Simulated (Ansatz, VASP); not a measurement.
C: VASP beside Ansatz

```xyz
17
Lattice="-4.9330 0.0000 0.0000 -2.4665 -4.2721 0.0000 -2.4665 -1.4240 8.5757" Properties=species:S:1:pos:R:3 pbc="T T T"
C    -6.1691   -3.5617    6.3149
C    -3.6970   -3.5617    6.3149
C    -4.9330   -1.4208    6.3149
C    -2.4665   -1.4240    6.3371
C    -3.6969   -2.1344    6.3148
C    -6.1691   -2.1344    6.3148
C    -4.9330   -4.2754    6.3148
C    -7.3995   -4.2721    6.3374
C    -6.1691   -3.5617    2.2609
C    -3.6969   -3.5617    2.2609
C    -4.9330   -1.4208    2.2609
C    -2.4665   -1.4240    2.2382
C    -3.6970   -2.1345    2.2608
C    -6.1691   -2.1345    2.2608
C    -4.9330   -4.2754    2.2608
C    -7.3995   -4.2721    2.2386
C    -4.9330   -2.8481    4.2878
```

Alike in both runs: functional PBE; k mesh 6 × 6 × 6; occupations gaussian, width 0.1 eV; no spin polarisation.

Ansatz relaxed the structure, and its values are those at the end. VASP's run is a single point on that final structure, the one shown.

|  | VASP | Ansatz |
| --- | --- | --- |
| version | VASP 6.6.1 | Ansatz 0.2.0 |
| potentials or method | VASP PAW PBE potentials, release 64 (C), cutoff 520 eV | scalar-relativistic, plane waves, PAW |
| valence electrons in the cell | 68 | 68 |

|  | VASP | Ansatz | Ansatz less VASP |
| --- | --- | --- | --- |
| gap on the k mesh at the Fermi level (eV) | none | none | - |
| rms of the force components (eV/Å) | 0.003 | 0.002 | -0.0013 |

A gap of «none» marks a metal or a gap that the smearing closes. The functional is the same, so the differences come from potentials, cutoffs and numerics.
